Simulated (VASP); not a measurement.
# Rb (Im-3m) in VASP: further runs

Runs on Rb. Level: PBEsol. Tasks: single point, relaxation of volume and atoms at fixed shape.

All numbers are computed with VASP 6.6.1; they aren't measurements. Logs are shortened: lines on timing, memory, paths and dates and some standing lists are left out, and cuts for length are marked.

**1. The cell of the first run**

The structure is cubic, space group Im-3m (No. 229). Conventional cell: a = 5.642 Å, b = 5.642 Å, c = 5.642 Å, α = 90.00°, β = 90.00°, γ = 90.00°.

**2. Single point, PBEsol**

INCAR reads:

```
  PREC = Accurate
  ENCUT = 500
  EDIFF = 1E-6
  ISMEAR = -1
  SIGMA = 0.05
  LREAL = False
  LASPH = True
  NELM = 120
  ALGO = Normal
  ISIF = 2
  LWAVE = False
  LCHARG = True
  GGA = PS
  LELF = True
  LVHAR = True
  NBANDS = 10
  GGA_COMPAT = False
```

KPOINTS reads:

```
regular mesh
0
Gamma
  6 6 6
```

POSCAR reads:

```
Rb
1.0
   -2.8210601435      2.8210601435      2.8210601435
    2.8210601435     -2.8210601435      2.8210601435
    2.8210601435      2.8210601435     -2.8210601435
Rb
1
Direct
    0.0000000000      0.0000000000      0.0000000000
```

Potentials or basis: VASP PAW PBE potentials, release 64 (Rb_sv).

On the command line:

```sh
cat potpaw_PBE.64/Rb_sv/POTCAR > POTCAR
mpirun -np 1 vasp_std > vasp.out
```

OUTCAR:

```text
PREC = Accurate
   ENCUT = 500
   EDIFF = 1E-6
   ISMEAR = -1
   LREAL = False
   LASPH = True
   NELM = 120
   ISIF = 2
   GGA = PS

 ion  position               nearest neighbor table
   1  0.000  0.000  0.000-

  LATTYP: Found a body centered cubic cell.
 ALAT       =     5.6421202870

  Lattice vectors:

 A1 = (  -2.8210601435,   2.8210601435,   2.8210601435)
 A2 = (   2.8210601435,  -2.8210601435,   2.8210601435)
 A3 = (   2.8210601435,   2.8210601435,  -2.8210601435)

Analysis of symmetry for initial positions (statically):
=====================================================================
 Subroutine PRICEL returns:
 Original cell was already a primitive cell.

 Routine SETGRP: Setting up the symmetry group for a
 body centered cubic supercell.

 Subroutine GETGRP returns: Found 48 space group operations
[... 9 lines left out ...]

 Routine SETGRP: Setting up the symmetry group for a
 body centered cubic supercell.

 Subroutine GETGRP returns: Found 48 space group operations
[... 11 lines left out ...]
                                     Primitive cell

  volume of cell :      89.8043

  direct lattice vectors                    reciprocal lattice vectors
    -2.821060144  2.821060144  2.821060144     0.000000000  0.177238334  0.177238334
     2.821060144 -2.821060144  2.821060144     0.177238334  0.000000000  0.177238334
     2.821060144  2.821060144 -2.821060144     0.177238334  0.177238334  0.000000000

  length of vectors
     4.886219500  4.886219500  4.886219500     0.250652856  0.250652856  0.250652856

  position of ions in fractional coordinates (direct lattice)
     0.000000000  0.000000000  0.000000000

  ion indices of the primitive-cell ions
   primitive index   ion index
                 1           1

----------------------------------------------------------------------------------------

 KPOINTS: regular mesh

Automatic generation of k-mesh.
 Grid dimensions read from file:
 generate k-points for:    6    6    6

 Generating k-lattice:

  Cartesian coordinates                     Fractional coordinates (reciprocal lattice)
     0.000000000  0.029539722  0.029539722     0.166666667  0.000000000  0.000000000
     0.029539722  0.000000000  0.029539722     0.000000000  0.166666667  0.000000000
     0.029539722  0.029539722  0.000000000     0.000000000  0.000000000  0.166666667

  Length of vectors
     0.041775476  0.041775476  0.041775476

  Shift w.r.t. Gamma in fractional coordinates (k-lattice)
     0.000000000  0.000000000  0.000000000

 Subroutine IBZKPT returns following result:
 ===========================================

 Found     16 irreducible k-points:

 Following reciprocal coordinates:
            Coordinates               Weight
  0.000000  0.000000  0.000000      1.000000
  0.166667  0.000000  0.000000     12.000000
  0.333333  0.000000  0.000000     12.000000
  0.500000  0.000000  0.000000      6.000000
  0.166667  0.166667  0.000000     24.000000
  0.333333  0.166667  0.000000     48.000000
[... 8 lines left out ...]
  0.500000  0.500000  0.333333     12.000000
  0.500000  0.500000  0.500000      1.000000
   k-points           NKPTS =     16   k-points in BZ     NKDIM =     16   number of bands    NBANDS=     10
   number of dos      NEDOS =    301   number of ions     NIONS =      1
   total plane-waves  NPLWV =  46656
   dimension x,y,z NGX =    36 NGY =   36 NGZ =   36
   dimension x,y,z NGXF=    72 NGYF=   72 NGZF=   72
   ions per type =               1
   NGX,Y,Z   is equivalent  to a cutoff of  12.25, 12.25, 12.25 a.u.
   NGXF,Y,Z  is equivalent  to a cutoff of  24.50, 24.50, 24.50 a.u.
 SYSTEM =  unknown system
   PREC   = accura    normal or accurate (medium, high low for compatibility)
   ISTART =      0    job   : 0-new  1-cont  2-samecut
   ICHARG =      2    charge: 1-file 2-atom 10-const
   ISPIN  =      1    spin polarized calculation?
   LNONCOLLINEAR =      F non collinear calculations
   LSORBIT =      F    spin-orbit coupling
   LASPH  =      T    aspherical Exc in radial PAW
   ENCUT  =  500.0 eV  36.75 Ry    6.06 a.u.   8.91  8.91  8.91*2*pi/ulx,y,z
   NELM   =    120;   NELMIN=  2; NELMDL= -5     # of ELM steps
   EDIFF  = 0.1E-05   stopping-criterion for ELM
   LREAL  =      F    real-space projection
   EDIFFG = 0.1E-04   stopping-criterion for IOM
   NSW    =      0    number of steps for IOM
   IBRION =     -1    ionic relax: 0-MD 1-quasi-New 2-CG
   NFREE  =      0    steps in history (QN), initial steepest desc. (CG)
   ISIF   =      2    stress and relaxation
   ISYM   =      2    0-nonsym 1-usesym 2-fastsym
   POTIM  = 0.5000    time-step for ionic-motion
   TEBEG  =    0.0;   TEEND  =   0.0 temperature during run
   PSTRESS=    0.0 pullay stress
   NELECT =       9.0000    total number of electrons
   NUPDOWN=      -1.0000    fix difference up-down
   EMIN   =  10.00;   EMAX   =-10.00  energy-range for DOS
   EFERMI =   0.00;   METHOD = LEGACY
   ISMEAR =    -1;   SIGMA  =   0.05  broadening in eV -4-tet -1-fermi 0-gaus
   EFERMI_NEDOS =   21; number of points for ismear=-14 and -15
   IALGO  =     38    algorithm
   IMIX   =      4    mixing-type and parameters
     AMIX     =   0.40;   BMIX     =  1.00
     AMIX_MAG =   1.60;   BMIX_MAG =  1.00
  volume/ion in A,a.u.               =      89.80       606.03
  Fermi-wavevector in a.u.,A,eV,Ry     =   0.760425  1.436996  7.867527  0.578247
  Thomas-Fermi vector in A             =   1.859440
   LORBIT       =      0    0 simple, 1 ext, 2 COOP (PROOUT), +10 PAW based schemes
   GGA     = PS    functional components
   LHFCALC =     F    Hartree Fock is set to
   AEXX    =    0.0000 exact exchange contribution
   IVDW    =     0    specifies the selected vdW correction
   LEPSILON=     F    determine dielectric tensor
   LRPA    =     F    only Hartree local field effects (RPA)
 non-spin polarized calculation
  energy-cutoff  :      500.00
  volume of cell :       89.80
 maximum number of plane-waves:      2318
   NGX = 17   NGY = 17   NGZ = 17

 number of electron       9.0000000 magnetization

 Free energy of the ion-electron system (eV)
  ---------------------------------------------------
  ext. energy  EPLUGINS =         0.00000000
  ---------------------------------------------------
  free energy    TOTEN  =        -1.01485548 eV

  energy without entropy =       -0.99908190  energy(sigma->0) =       -1.00696869

 E-fermi :  -0.0128     XC(G=0):  -5.5536

 val. band max:       -0.2292609834   @ k =   0.1667   0.1667   0.1667
 cond. band min:      -0.0002407741   @ k =   0.3333   0.1667   0.0000
 fundamental gap:      0.2290202092
 Fermi energy:        -0.0128069962

 k-point     1 :       0.0000    0.0000    0.0000
  band No.  band energies     occupation
      1     -28.8734      2.00000
      2     -12.9191      2.00000
      3     -12.9191      2.00000
      4     -12.9191      2.00000
      5      -2.0170      2.00000
      6       3.6683      0.00000
      7       3.6683      0.00000
      8       3.6683      0.00000
      9       4.6245      0.00000
     10       4.6245      0.00000

 k-point     2 :       0.1667    0.0000    0.0000
  band No.  band energies     occupation
      1     -28.8723      2.00000
      2     -12.9449      2.00000
      3     -12.9275      2.00000
      4     -12.9191      2.00000
      5      -1.6896      2.00000
      6       3.0763      0.00000
      7       3.2838      0.00000
      8       3.9731      0.00000
      9       4.3566      0.00000
     10       4.5381      0.00000

 k-point     3 :       0.3333    0.0000    0.0000
  band No.  band energies     occupation
      1     -28.8700      2.00000
      2     -12.9953      2.00000
      3     -12.9444      2.00000
      4     -12.9191      2.00000
      5      -0.7939      2.00000
      6       1.8139      0.00000
      7       2.7635      0.00000
      8       4.4720      0.00000
      9       4.6426      0.00000
     10       4.8455      0.00000

 k-point     4 :       0.5000    0.0000    0.0000
  band No.  band energies     occupation
      1     -28.8689      2.00000
      2     -13.0200      2.00000
      3     -12.9528      2.00000
      4     -12.9191      2.00000
      5       0.2098      0.02304
      6       0.7643      0.00000
      7       2.5636      0.00000
      8       4.2644      0.00000
      9       5.1780      0.00000
     10       5.2513      0.00000

 k-point     5 :       0.1667    0.1667    0.0000
  band No.  band energies     occupation
      1     -28.8706      2.00000
      2     -12.9791      2.00000
      3     -12.9381      2.00000
      4     -12.9249      2.00000
      5      -1.0735      2.00000
      6       2.3402      0.00000
      7       2.6745      0.00000
      8       4.2257      0.00000
      9       4.4033      0.00000
     10       4.9954      0.00000

 k-point     6 :       0.3333    0.1667    0.0000
  band No.  band energies     occupation
      1     -28.8689      2.00000
      2     -13.0072      2.00000
      3     -12.9579      2.00000
      4     -12.9270      2.00000
      5      -0.0002      0.87500
      6       1.2939      0.00000
      7       2.2410      0.00000
      8       4.0699      0.00000
      9       4.7708      0.00000
     10       5.2768      0.00000
[... 79 lines left out ...]
 k-point    13 :      -0.3333    0.5000    0.1667
  band No.  band energies     occupation
      1     -28.8676      2.00000
      2     -13.0004      2.00000
      3     -12.9779      2.00000
      4     -12.9450      2.00000
      5       0.4829      0.00010
      6       1.4042      0.00000
      7       2.0331      0.00000
      8       3.7017      0.00000
      9       4.1233      0.00000
     10       5.2503      0.00000

 k-point    14 :      -0.3333    0.3333    0.3333
  band No.  band energies     occupation
      1     -28.8672      2.00000
      2     -12.9856      2.00000
      3     -12.9725      2.00000
      4     -12.9725      2.00000
      5       0.2442      0.01165
      6       1.7178      0.00000
      7       3.0414      0.00000
      8       3.0414      0.00000
      9       3.4393      0.00000
     10       5.1631      0.00000

 k-point    15 :       0.5000    0.5000    0.3333
  band No.  band energies     occupation
      1     -28.8662      2.00000
      2     -12.9986      2.00000
      3     -12.9818      2.00000
      4     -12.9736      2.00000
      5       1.0594      0.00000
      6       1.1847      0.00000
      7       2.5703      0.00000
      8       3.0726      0.00000
      9       3.7588      0.00000
     10       5.6000      0.00000

 k-point    16 :       0.5000    0.5000    0.5000
  band No.  band energies     occupation
      1     -28.8654      2.00000
      2     -12.9914      2.00000
      3     -12.9914      2.00000
      4     -12.9914      2.00000
      5       1.2326      0.00000
      6       1.2326      0.00000
      7       3.2502      0.00000
      8       3.2502      0.00000
      9       3.2502      0.00000
     10       4.8446      0.00000

------------------------ aborting loop because EDIFF is reached ----------------------------------------

  FORCE on cell =-STRESS in cart. coord.  units (eV):
  Direction    XX          YY          ZZ          XY          YZ          ZX
  --------------------------------------------------------------------------------------
  -------------------------------------------------------------------------------------
  Total       -0.0480004     -0.0480004     -0.0480004      0.0000000     -0.0000000      0.0000000
  in kB       -0.8563631     -0.8563631     -0.8563631      0.0000000     -0.0000000      0.0000000
  external PRESSURE =      -0.8563631 kB  Pullay stress =       0.0000000 kB

 VOLUME and BASIS-vectors are now :
 -----------------------------------------------------------------------------
  energy-cutoff  :      500.00
  volume of cell :       89.80
      direct lattice vectors                 reciprocal lattice vectors
    -2.821060144  2.821060144  2.821060144     0.000000000  0.177238334  0.177238334
     2.821060144 -2.821060144  2.821060144     0.177238334  0.000000000  0.177238334
     2.821060144  2.821060144 -2.821060144     0.177238334  0.177238334  0.000000000

 POSITION                                       TOTAL-FORCE (eV/Angst)
 -----------------------------------------------------------------------------------
      0.00000      0.00000      0.00000        -0.000000      0.000000     -0.000000
 -----------------------------------------------------------------------------------
    total drift:                               -0.000000      0.000000      0.000000

  FREE ENERGIE OF THE ION-ELECTRON SYSTEM (eV)
  ---------------------------------------------------
  free  energy   TOTEN  =        -1.0148554777 eV

  energy  without entropy=       -0.9990818997  energy(sigma->0) =       -1.00696869
```

It took 20 s on 1 thread of Intel Xeon 8259CL, shared host; peak memory 0.2 GiB.

Results:

- Free energy: -1.0149 eV
- Pressure: -0.1 GPa

Caveat: the PAW data sets were made with another functional, which shifts forces and pressure a little.

**3. Relaxation of volume and atoms at fixed shape, PBEsol**

This run uses another cell than the first one, of 88.04 Å³/atom, 0.980 times its volume.

INCAR reads:

```
SYSTEM = Rb
PREC = Accurate ; ENCUT = 500
EDIFF = 1E-7 ; ISMEAR = -1
SIGMA = 0.05 ; LREAL = .FALSE.
LASPH = .TRUE. ; NELM = 120
ALGO = Normal ; ISIF = 8
LWAVE = .FALSE. ; LCHARG = .FALSE.
GGA = PS ; IBRION = 2
NSW = 80 ; EDIFFG = -0.03
GGA_COMPAT = .FALSE. ; NELMIN = 4
```

KPOINTS reads:

```
Automatic mesh
0
G
  6 6 6
  0 0 0
```

POSCAR reads:

```
Rb
1.0
   -2.8025000000      2.8025000000      2.8025000000
    2.8025000000     -2.8025000000      2.8025000000
    2.8025000000      2.8025000000     -2.8025000000
Rb
1
Direct
    0.0000000000      0.0000000000      0.0000000000
```

Potentials or basis: VASP PAW PBE potentials, release 64 (Rb_sv).

On the command line:

```sh
cat potpaw_PBE.64/Rb_sv/POTCAR > POTCAR
mpirun -np 1 vasp_std > vasp.out
```

OUTCAR:

```text
SYSTEM = Rb
   PREC = Accurate
   ENCUT = 500
   EDIFF = 1E-7
   ISMEAR = -1
   LREAL = .FALSE.
   LASPH = .TRUE.
   NELM = 120
   ISIF = 8
   GGA = PS
   IBRION = 2
   NSW = 80
   EDIFFG = -0.03
   NELMIN = 4

 ion  position               nearest neighbor table
   1  0.000  0.000  0.000-

  LATTYP: Found a body centered cubic cell.
 ALAT       =     5.6050000000

  Lattice vectors:

[... 347 lines left out ...]
      7       3.3461      0.00000
      8       3.3461      0.00000

------------------------ aborting loop because EDIFF is reached ----------------------------------------

  FORCE on cell =-STRESS in cart. coord.  units (eV):
  Direction    XX          YY          ZZ          XY          YZ          ZX
  --------------------------------------------------------------------------------------
  -------------------------------------------------------------------------------------
  Total       -0.0194669     -0.0194669     -0.0194669      0.0000000      0.0000000     -0.0000000
  in kB       -0.3542509     -0.3542509     -0.3542509      0.0000000      0.0000000     -0.0000000
  external PRESSURE =      -0.3542509 kB  Pullay stress =       0.0000000 kB

 VOLUME and BASIS-vectors are now :
 -----------------------------------------------------------------------------
  energy-cutoff  :      500.00
  volume of cell :       88.04
      direct lattice vectors                 reciprocal lattice vectors
    -2.802500000  2.802500000  2.802500000     0.000000000  0.178412132  0.178412132
     2.802500000 -2.802500000  2.802500000     0.178412132  0.000000000  0.178412132
     2.802500000  2.802500000 -2.802500000     0.178412132  0.178412132  0.000000000

 POSITION                                       TOTAL-FORCE (eV/Angst)
 -----------------------------------------------------------------------------------
      0.00000      0.00000      0.00000         0.000000     -0.000000      0.000000
 -----------------------------------------------------------------------------------
    total drift:                               -0.000000      0.000000      0.000000

  FREE ENERGIE OF THE ION-ELECTRON SYSTEM (eV)
  ---------------------------------------------------
  free  energy   TOTEN  =        -1.0154998202 eV

  energy  without entropy=       -0.9997167151  energy(sigma->0) =       -1.00760827

 reached required accuracy - stopping structural energy minimisation
```

OSZICAR:

```text
N       E                     dE             d eps       ncg     rms          rms(c)
DAV:   1     0.449347535612E+02    0.44935E+02   -0.33568E+03   256   0.805E+02
DAV:   2     0.157638639673E+01   -0.43358E+02   -0.43153E+02   288   0.141E+02
DAV:   3    -0.898391761638E+00   -0.24748E+01   -0.24747E+01   336   0.381E+01
DAV:   4    -0.101456265140E+01   -0.11617E+00   -0.11614E+00   424   0.581E+00
DAV:   5    -0.101560637381E+01   -0.10437E-02   -0.10437E-02   376   0.409E-01    0.117E+00
DAV:   6    -0.101516293942E+01    0.44343E-03   -0.22500E-03   408   0.321E-01    0.710E-01
DAV:   7    -0.101541814376E+01   -0.25520E-03   -0.40261E-03   384   0.429E-01    0.522E-02
DAV:   8    -0.101549385815E+01   -0.75714E-04   -0.14042E-04   368   0.123E-01    0.141E-02
DAV:   9    -0.101550009130E+01   -0.62331E-05   -0.63873E-06   408   0.230E-02    0.464E-03
DAV:  10    -0.101549979717E+01    0.29414E-06   -0.22878E-06   392   0.101E-02    0.571E-04
DAV:  11    -0.101549982022E+01   -0.23058E-07   -0.50657E-08   272   0.175E-03
   1 F= -.10154998E+01 E0= -.10076083E+01  d E =-.101550E+01
```

CONTCAR:

```text
Rb
   1.00000000000000
    -2.8025000000000002    2.8025000000000002    2.8025000000000002
     2.8025000000000002   -2.8025000000000002    2.8025000000000002
     2.8025000000000002    2.8025000000000002   -2.8025000000000002
  Rb
     1
Direct
     0.0000000000000000    0.0000000000000000    0.0000000000000000

  0.00000000E+00  0.00000000E+00  0.00000000E+00
```

Wall time 15 s (1 thread of Intel Xeon 8259CL, shared host); peak memory 0.2 GiB.

What came out:

| Property | Result |
| --- | --- |
| Free energy | -1.0155 eV |
| Pressure after relaxing | 0.0 GPa |

Final structure:
```
Rb
1.0
    -2.80250    2.80250    2.80250
     2.80250   -2.80250    2.80250
     2.80250    2.80250   -2.80250
Rb
1
Cartesian
  0.0000 0.0000 0.0000
```

Caveat: the relaxation stopped at its first step, so nothing moved; the PAW data sets were made with another functional, which shifts forces and pressure a little.
